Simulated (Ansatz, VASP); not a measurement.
## PbS in VASP and in Ansatz

```
Pb S
1.0
     0.00000    2.90570    2.96500
     2.96500    0.00000    2.96500
     2.96500    2.90570    0.00000
Pb S
1 1
Cartesian
  0.0000 0.0000 0.0000
  2.9650 2.9057 2.9650
```

Change from the starting cell: strain -0.0200 x Voigt [0, 1, 0, 0, 0, 0], atoms carried along.

Alike in both runs: task single point; functional PBE; dispersion D3(BJ); k mesh 10 × 10 × 10; occupations gaussian, width 0.03 eV; no spin polarisation.

```csv
,VASP,Ansatz
version,VASP 6.6.1,Ansatz 0.2.0
potentials or method,"VASP PAW PBE potentials, release 64 (Pb_d, S), cutoff 520 eV","scalar-relativistic, plane waves, PAW"
valence electrons in the cell,20,20
```

|  | VASP | Ansatz | Ansatz less VASP |
| --- | --- | --- | --- |
| gap on the k mesh at the Fermi level (eV) | 0.27 | 0.26 | -0.007 |
| least direct gap on the mesh (eV) | 0.27 | 0.26 | -0.007 |
| pressure (GPa) | 1.3 | 1.4 | +0.07 |
| traceless stress, the component that is largest in VASP (GPa) | 2.01 | 2.01 | -0.002 |

Spin-orbit coupling is off throughout.
